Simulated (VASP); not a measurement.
# Zn3CdTe4 (P3m1) in VASP: further runs

Runs on Zn3CdTe4. Level: PBE. Tasks: single point.

Everything below comes from runs of VASP 6.6.1. Logs are shortened: lines on timing, memory, paths and dates and some standing lists are left out, and cuts for length are marked.

### 1 The cell of the first run

Symmetry: P3m1, No. 156, trigonal system. Conventional cell: a = 4.479 Å, b = 4.479 Å, c = 14.776 Å, α = 90.00°, β = 90.00°, γ = 120.00°. Within 3.6 Å of Zn (site symmetry 3m) lie 4 Te at 2.71 to 2.73 Å. Zn (site symmetry 3m) has 4 Te at 2.71 to 2.73 Å within 3.6 Å. Zn (site symmetry 3m) has 4 Te at 2.70 to 2.73 Å within 3.6 Å. Cd (site symmetry 3m) has 4 Te at 2.83 to 2.88 Å within 3.7 Å. Te (site symmetry 3m) has 3 Zn at 2.73 Å and 1 Cd at 2.88 Å within 3.6 Å. Within 3.6 Å of Te (site symmetry 3m) lie 4 Zn at 2.71 to 2.73 Å. Te (site symmetry 3m) has 4 Zn at 2.71 to 2.73 Å within 3.6 Å. Te (site symmetry 3m) has 1 Zn at 2.70 Å and 3 Cd at 2.83 Å within 3.6 Å.

### 2 Single point, PBE (volume scaled by 1.03, then relaxed in part)

INCAR reads:

```
  PREC = Accurate
  ENCUT = 520
  EDIFF = 1E-6
  ISMEAR = 0
  SIGMA = 0.02
  LREAL = False
  LASPH = True
  NELM = 80
  ALGO = Normal
  ISIF = 2
  LWAVE = False
  LCHARG = True
  GGA = PE
  LELF = True
  LVHAR = True
  NBANDS = 46
```

KPOINTS reads:

```
regular mesh
0
Gamma
  6 6 2
```

POSCAR reads:

```
Zn3CdTe4
1.0
    4.4785971035      0.0000000000      0.0000000000
   -2.2392985517      3.8785788650      0.0000000000
    0.0000000000      0.0000000000     14.7755780977
Zn Cd Te
3 1 4
Direct
    0.3333333333      0.6666666667      0.5001698799
    0.6666666667      0.3333333333      0.2571374484
    0.6666666667      0.3333333333      0.7426442347
    0.3333333333      0.6666666667      0.0028563856
    0.3333333333      0.6666666667      0.1977064541
    0.3333333333      0.6666666667      0.6835119211
    0.6666666667      0.3333333333      0.4405268621
    0.6666666667      0.3333333333      0.9254468141
```

Potentials or basis: VASP PAW PBE potentials, release 64 (Zn, Cd, Te).

Launch:

```sh
cat potpaw_PBE.64/Zn/POTCAR potpaw_PBE.64/Cd/POTCAR potpaw_PBE.64/Te/POTCAR > POTCAR
mpirun -np 1 vasp_std > vasp.out
```

OUTCAR:

```text
PREC = Accurate
   ENCUT = 520
   EDIFF = 1E-6
   ISMEAR = 0
   LREAL = False
   LASPH = True
   NELM = 80
   ISIF = 2
   GGA = PE

 ion  position               nearest neighbor table
   1  0.333  0.667  0.500-   6 2.71   7 2.73   7 2.73   7 2.73
   2  0.667  0.333  0.257-   7 2.71   5 2.73   5 2.73   5 2.73
   3  0.667  0.333  0.743-   8 2.70   6 2.73   6 2.73   6 2.73
   4  0.333  0.667  0.003-   8 2.83   8 2.83   8 2.83   5 2.88
   5  0.333  0.667  0.198-   2 2.73   2 2.73   2 2.73   4 2.88
   6  0.333  0.667  0.684-   1 2.71   3 2.73   3 2.73   3 2.73
   7  0.667  0.333  0.441-   2 2.71   1 2.73   1 2.73   1 2.73
   8  0.667  0.333  0.925-   3 2.70   4 2.83   4 2.83   4 2.83

  LATTYP: Found a hexagonal cell.
 ALAT       =     4.4785971035
 C/A-ratio  =     3.2991532295

  Lattice vectors:

 A1 = (   4.4785971035,   0.0000000000,   0.0000000000)
 A2 = (  -2.2392985517,   3.8785788650,   0.0000000000)
 A3 = (   0.0000000000,   0.0000000000,  14.7755780977)

Analysis of symmetry for initial positions (statically):
=====================================================================
 Subroutine PRICEL returns:
 Original cell was already a primitive cell.

 Routine SETGRP: Setting up the symmetry group for a
 hexagonal supercell.

 Subroutine GETGRP returns: Found  6 space group operations
 (whereof  6 operations were pure point group operations)
 out of a pool of 24 trial point group operations.

The static configuration has the point symmetry C_3v.

Analysis of symmetry for dynamics (positions and initial velocities):
=====================================================================
 Subroutine PRICEL returns:
 Original cell was already a primitive cell.

 Routine SETGRP: Setting up the symmetry group for a
 hexagonal supercell.

 Subroutine GETGRP returns: Found  6 space group operations
 (whereof  6 operations were pure point group operations)
 out of a pool of 24 trial point group operations.

The dynamic configuration has the point symmetry C_3v.

 Subroutine INISYM returns: Found  6 space group operations
 (whereof  6 operations are pure point group operations),
 and found     1 'primitive' translations

----------------------------------------------------------------------------------------

                                     Primitive cell

  volume of cell :     256.6605

  direct lattice vectors                    reciprocal lattice vectors
     4.478597104  0.000000000  0.000000000     0.223284206  0.128913197  0.000000000
    -2.239298552  3.878578865  0.000000000     0.000000000  0.257826393  0.000000000
     0.000000000  0.000000000 14.775578098     0.000000000  0.000000000  0.067679247

  length of vectors
     4.478597104  4.478597104 14.775578098     0.257826393  0.257826393  0.067679247

  position of ions in fractional coordinates (direct lattice)
     0.333333333  0.666666667  0.500169880
     0.666666667  0.333333333  0.257137448
     0.666666667  0.333333333  0.742644235
     0.333333333  0.666666667  0.002856386
     0.333333333  0.666666667  0.197706454
     0.333333333  0.666666667  0.683511921
     0.666666667  0.333333333  0.440526862
     0.666666667  0.333333333  0.925446814

  ion indices of the primitive-cell ions
   primitive index   ion index
                 1           1
                 2           2
                 3           3
                 4           4
                 5           5
                 6           6
                 7           7
                 8           8

----------------------------------------------------------------------------------------

 KPOINTS: regular mesh

Automatic generation of k-mesh.
 Grid dimensions read from file:
 generate k-points for:    6    6    2

 Generating k-lattice:

  Cartesian coordinates                     Fractional coordinates (reciprocal lattice)
     0.037214034  0.021485533  0.000000000     0.166666667  0.000000000  0.000000000
     0.000000000  0.042971066  0.000000000     0.000000000  0.166666667  0.000000000
     0.000000000  0.000000000  0.033839624     0.000000000  0.000000000  0.500000000

  Length of vectors
     0.042971066  0.042971066  0.033839624

  Shift w.r.t. Gamma in fractional coordinates (k-lattice)
     0.000000000  0.000000000  0.000000000

 Subroutine IBZKPT returns following result:
 ===========================================

 Found     14 irreducible k-points:

 Following reciprocal coordinates:
            Coordinates               Weight
  0.000000  0.000000  0.000000      1.000000
  0.166667  0.000000  0.000000      6.000000
  0.333333 -0.000000  0.000000      6.000000
  0.500000  0.000000  0.000000      3.000000
  0.166667  0.166667  0.000000      6.000000
  0.333333  0.166667  0.000000     12.000000
  0.333333  0.333333  0.000000      2.000000
  0.000000  0.000000  0.500000      1.000000
  0.166667  0.000000  0.500000      6.000000
  0.333333 -0.000000  0.500000      6.000000
  0.500000  0.000000  0.500000      3.000000
[... 46 lines left out ...]
   GGA     = PE    functional components
   LHFCALC =     F    Hartree Fock is set to
   AEXX    =    0.0000 exact exchange contribution
   IVDW    =     0    specifies the selected vdW correction
   LEPSILON=     F    determine dielectric tensor
   LRPA    =     F    only Hartree local field effects (RPA)
 non-spin polarized calculation
 Gauss-broadening in eV      SIGMA  =   0.02
  energy-cutoff  :      520.00
  volume of cell :      256.66
 maximum number of plane-waves:      6944
 NGX is ok and might be reduce to    36
   NGX = 17   NGY = 17   NGZ = 55

 number of electron      71.9999964 magnetization

 Free energy of the ion-electron system (eV)
  ---------------------------------------------------
  ext. energy  EPLUGINS =         0.00000000
  ---------------------------------------------------
  free energy    TOTEN  =       -20.18251678 eV

  energy without entropy =      -20.18251678  energy(sigma->0) =      -20.18251678

 E-fermi :   2.4914     XC(G=0):  -8.5216

 val. band max:        2.4020513126   @ k =   0.0000   0.0000   0.0000
 cond. band min:       3.0731515554   @ k =   0.0000   0.0000   0.0000
 fundamental gap:      0.6711002428
 Fermi energy:         2.4914272701

 k-point     1 :       0.0000    0.0000    0.0000
  band No.  band energies     occupation
      1      -8.9302      2.00000
      2      -8.6677      2.00000
      3      -8.5169      2.00000
      4      -8.2449      2.00000
      5      -5.7840      2.00000
      6      -5.7840      2.00000
[... 38 lines left out ...]
     45       7.1025      0.00000
     46       7.3725      0.00000

 k-point     2 :       0.1667    0.0000    0.0000
  band No.  band energies     occupation
      1      -8.7994      2.00000
      2      -8.5583      2.00000
      3      -8.4253      2.00000
      4      -8.1835      2.00000
      5      -5.7652      2.00000
      6      -5.7366      2.00000
[... 38 lines left out ...]
     45       7.2103      0.00000
     46       7.7079      0.00000

 k-point     3 :       0.3333   -0.0000    0.0000
  band No.  band energies     occupation
      1      -8.4894      2.00000
      2      -8.3183      2.00000
      3      -8.2378      2.00000
      4      -8.0746      2.00000
      5      -5.7340      2.00000
      6      -5.6710      2.00000
[... 38 lines left out ...]
     45       7.4025      0.00000
     46       8.7196      0.00000

 k-point     4 :       0.5000    0.0000    0.0000
  band No.  band energies     occupation
      1      -8.2823      2.00000
      2      -8.1847      2.00000
      3      -8.1441      2.00000
      4      -8.0499      2.00000
      5      -5.7228      2.00000
      6      -5.6682      2.00000
[... 430 lines left out ...]
     45       7.3695      0.00000
     46       7.5336      0.00000

 k-point    13 :       0.3333    0.1667    0.5000
  band No.  band energies     occupation
      1      -8.2697      2.00000
      2      -8.2335      2.00000
      3      -8.1085      2.00000
      4      -8.0571      2.00000
      5      -5.7325      2.00000
      6      -5.6443      2.00000
[... 38 lines left out ...]
     45       7.4541      0.00000
     46       7.7357      0.00000

 k-point    14 :       0.3333    0.3333    0.5000
  band No.  band energies     occupation
      1      -8.1419      2.00000
      2      -8.1063      2.00000
      3      -8.0979      2.00000
      4      -8.0936      2.00000
      5      -5.7363      2.00000
      6      -5.6073      2.00000
[... 38 lines left out ...]
     45       8.0798      0.00000
     46       8.6204      0.00000

------------------------ aborting loop because EDIFF is reached ----------------------------------------

  FORCE on cell =-STRESS in cart. coord.  units (eV):
  Direction    XX          YY          ZZ          XY          YZ          ZX
  --------------------------------------------------------------------------------------
  -------------------------------------------------------------------------------------
  Total       -1.6548623     -1.6548623     -1.6440276     -0.0000000      0.0000000     -0.0000000
  in kB      -10.3303100    -10.3303100    -10.2626750     -0.0000000      0.0000000     -0.0000000
  external PRESSURE =     -10.3077650 kB  Pullay stress =       0.0000000 kB

 VOLUME and BASIS-vectors are now :
 -----------------------------------------------------------------------------
  energy-cutoff  :      520.00
  volume of cell :      256.66
      direct lattice vectors                 reciprocal lattice vectors
     4.478597104  0.000000000  0.000000000     0.223284206  0.128913197  0.000000000
    -2.239298552  3.878578865  0.000000000     0.000000000  0.257826393  0.000000000
     0.000000000  0.000000000 14.775578098     0.000000000  0.000000000  0.067679247

 POSITION                                       TOTAL-FORCE (eV/Angst)
 -----------------------------------------------------------------------------------
     -0.00000      2.58572      7.39030        -0.000000      0.000000      0.001367
      2.23930      1.29286      3.79935         0.000000     -0.000000      0.000198
      2.23930      1.29286     10.97300        -0.000000      0.000000      0.000920
     -0.00000      2.58572      0.04220         0.000000     -0.000000      0.003881
     -0.00000      2.58572      2.92123        -0.000000      0.000000      0.002696
     -0.00000      2.58572     10.09928         0.000000     -0.000000     -0.001012
      2.23930      1.29286      6.50904        -0.000000      0.000000     -0.001201
      2.23930      1.29286     13.67401         0.000000     -0.000000     -0.006849
 -----------------------------------------------------------------------------------
    total drift:                                0.000000     -0.000000      0.002705

  FREE ENERGIE OF THE ION-ELECTRON SYSTEM (eV)
  ---------------------------------------------------
  free  energy   TOTEN  =       -20.1825167782 eV

  energy  without entropy=      -20.1825167782  energy(sigma->0) =      -20.18251678
```

It took 76 s on 1 thread of Intel Xeon 6975P-C (Granite Rapids), shared host; peak memory 0.46 GiB.

What came out:

```yaml
Free_energy: -20.1825 eV
Pressure: -1.0 GPa
Largest_force: 0.007 eV/Å
Band_gap_on_the_k_mesh: 0.67 eV, direct
```

Forces on the atoms (eV/Å):
```
Zn   0.000  0.000  0.001
Zn   0.000  0.000  0.000
Zn   0.000  0.000  0.001
Cd   0.000  0.000  0.004
Te   0.000  0.000  0.003
Te   0.000  0.000 -0.001
Te   0.000  0.000 -0.001
Te   0.000  0.000 -0.007
```

Levels at points of the mesh, in eV from the valence-band top:
| k point | band 32 | band 33 | band 34 | band 35 | band 36 | band 37 | band 38 | band 39 | band 40 | band 41 |
| --- | --- | --- | --- | --- | --- | --- | --- | --- | --- | --- |
| (0.00, 0.00, 0.00) | -0.42 | -0.42 | -0.21 | 0.00 | 0.00 | 0.67 | 1.32 | 1.68 | 2.29 | 4.26 |
| (0.50, 0.00, 0.00) | -1.56 | -1.56 | -1.50 | -1.34 | -0.79 | 1.94 | 1.98 | 2.22 | 2.54 | 3.51 |
| (0.00, 0.00, 0.50) | -0.73 | -0.30 | -0.30 | -0.05 | -0.05 | 1.31 | 1.50 | 1.61 | 2.13 | 4.22 |
| (0.50, 0.00, 0.50) | -1.73 | -1.35 | -1.31 | -1.13 | -0.89 | 1.94 | 2.00 | 2.09 | 2.44 | 3.95 |

Caveat: spin-orbit coupling is left out, which moves the levels of the heavy elements.

### 3 Single point, PBE (volume scaled by 1.06, then relaxed in part)

INCAR reads:

```
PREC     = Accurate       # precision mode
ENCUT    = 520            # plane-wave cutoff, eV
EDIFF    = 1E-6           # SCF threshold, eV
ISMEAR   = 0              # smearing method
SIGMA    = 0.02           # smearing width, eV
LREAL    = False          # projectors in reciprocal space
LASPH    = True           # aspherical terms in the spheres
NELM     = 80             # most SCF steps
ALGO     = Normal         # electronic algorithm
ISIF     = 2              # what is computed and relaxed
LWAVE    = False          # write WAVECAR
LCHARG   = False          # write CHGCAR
GGA      = PE             # functional
NBANDS   = 46             # bands
```

KPOINTS reads:

```
Automatic mesh
0
Gamma
  6 6 2
```

POSCAR reads:

```
Zn3CdTe4
1.0
    4.5235542600      0.0000000000      0.0000000000
   -2.2617771300      3.9175129046      0.0000000000
    0.0000000000      0.0000000000     14.9051895722
Zn Cd Te
3 1 4
Direct
    0.3333333333      0.6666666667      0.5002357310
    0.6666666667      0.3333333333      0.2570802643
    0.6666666667      0.3333333333      0.7429000295
    0.3333333333      0.6666666667      0.0023067156
    0.3333333333      0.6666666667      0.1975018931
    0.3333333333      0.6666666667      0.6836365038
    0.6666666667      0.3333333333      0.4405257972
    0.6666666667      0.3333333333      0.9258130656
```

Potentials or basis: VASP PAW PBE potentials, release 64 (Zn, Cd, Te).

Launch:

```sh
cat potpaw_PBE.64/Zn/POTCAR potpaw_PBE.64/Cd/POTCAR potpaw_PBE.64/Te/POTCAR > POTCAR
mpirun -np 1 vasp_std > vasp.out
```

Run time: 76 s. Hardware: 1 thread of Intel Xeon 6975P-C (Granite Rapids), shared host; peak memory 0.47 GiB.

Results (log left out):

```yaml
Free_energy: -20.1117 eV
Pressure: -2.0 GPa
Largest_force: 0.008 eV/Å
Band_gap_on_the_k_mesh: 0.58 eV, direct
```

Forces in eV/Å, atoms in the order of the input:
```
Zn   0.000  0.000  0.000
Zn   0.000  0.000  0.000
Zn   0.000  0.000  0.000
Cd   0.000  0.000  0.004
Te   0.000  0.000  0.004
Te   0.000  0.000  0.000
Te   0.000  0.000 -0.001
Te   0.000  0.000 -0.008
```

Levels at points of the mesh, in eV from the valence-band top:
| k point | band 33 | band 34 | band 35 | band 36 | band 37 | band 38 | band 39 | band 40 |
| --- | --- | --- | --- | --- | --- | --- | --- | --- |
| (0.00, 0.00, 0.00) | -0.39 | -0.18 | 0.00 | 0.00 | 0.58 | 1.30 | 1.65 | 2.22 |
| (0.50, 0.00, 0.00) | -1.47 | -1.42 | -1.26 | -0.75 | 1.96 | 2.00 | 2.24 | 2.51 |
| (0.00, 0.00, 0.50) | -0.27 | -0.27 | -0.05 | -0.05 | 1.30 | 1.44 | 1.53 | 2.06 |
| (0.50, 0.00, 0.50) | -1.28 | -1.23 | -1.05 | -0.85 | 1.94 | 2.00 | 2.12 | 2.45 |

Caveat: spin-orbit coupling is left out, which moves the levels of the heavy elements.

### 4 Single point, PBE (volume scaled by 1.10, then relaxed in part)

INCAR reads:

```
SYSTEM = Zn3CdTe4
PREC = Accurate ; ENCUT = 520
EDIFF = 1E-7 ; ISMEAR = 0
SIGMA = 0.02 ; LREAL = .FALSE.
LASPH = .TRUE. ; NELM = 60
ALGO = Normal ; ISIF = 2
LWAVE = .FALSE. ; LCHARG = .FALSE.
GGA = PE ; NBANDS = 46
```

KPOINTS reads:

```
Automatic mesh
0
G
  6 6 2
  0 0 0
```

POSCAR reads:

```
Zn3CdTe4
1.0
    4.5822130324      0.0000000000      0.0000000000
   -2.2911065162      3.9683128916      0.0000000000
    0.0000000000      0.0000000000     15.0741689891
Zn Cd Te
3 1 4
Direct
    0.3333333333      0.6666666667      0.5003155437
    0.6666666667      0.3333333333      0.2570305961
    0.6666666667      0.3333333333      0.7431937421
    0.3333333333      0.6666666667      0.0016055103
    0.3333333333      0.6666666667      0.1972955294
    0.3333333333      0.6666666667      0.6837870453
    0.6666666667      0.3333333333      0.4405323724
    0.6666666667      0.3333333333      0.9262396608
```

Launch:

```sh
cat potpaw_PBE.64/Zn/POTCAR potpaw_PBE.64/Cd/POTCAR potpaw_PBE.64/Te/POTCAR > POTCAR
mpirun -np 1 vasp_std > vasp.out
```

It took 94 s on 1 thread of Intel Xeon 6975P-C (Granite Rapids), shared host; peak memory 0.48 GiB.

Results (log left out):

```
Free energy            : -19.9553 eV
Pressure               : -3.0 GPa
Largest force          : 0.008 eV/Å
Band gap on the k mesh : 0.46 eV, direct
```

Forces on the atoms (eV/Å):
```
Zn   0.000  0.000  0.000
Zn   0.000  0.000  0.001
Zn   0.000  0.000  0.002
Cd   0.000  0.000  0.005
Te   0.000  0.000  0.003
Te   0.000  0.000 -0.001
Te   0.000  0.000 -0.002
Te   0.000  0.000 -0.008
```

Levels at points of the mesh, in eV from the valence-band top:
```tsv
k point	band 33	band 34	band 35	band 36	band 37	band 38	band 39	band 40
(0.00, 0.00, 0.00)	-0.35	-0.15	0.00	0.00	0.46	1.28	1.59	2.13
(0.50, 0.00, 0.00)	-1.35	-1.31	-1.17	-0.70	1.97	2.01	2.26	2.46
(0.00, 0.00, 0.50)	-0.23	-0.23	-0.05	-0.05	1.27	1.38	1.42	1.96
(0.50, 0.00, 0.50)	-1.18	-1.12	-0.96	-0.80	1.94	1.99	2.15	2.45
```

Caveat: spin-orbit coupling is left out, which moves the levels of the heavy elements.

### 5 Summary

```tsv
cell	gap on the mesh (eV)	pressure (GPa)	largest force (eV/Å)
a = 4.479, b = 4.479, c = 14.776 Å, angles 90.0, 90.0, 120.0°, 8 atoms	0.67	-1.0	0.01
a = 4.524, b = 4.524, c = 14.905 Å, angles 90.0, 90.0, 120.0°, 8 atoms	0.58	-2.0	0.01
a = 4.582, b = 4.582, c = 15.074 Å, angles 90.0, 90.0, 120.0°, 8 atoms	0.46	-3.0	0.01
```

Alike in all rows: task single point; level PBE; potentials or basis VASP PAW PBE potentials, release 64 (Zn, Cd, Te); no spin polarisation; k mesh 6 × 6 × 2; cutoff (eV) 520; smearing gaussian 0.02 eV.

Caveats: spin-orbit coupling is left out, which moves the levels of the heavy elements.

Absolute energies hang on the potentials; compare differences alone.
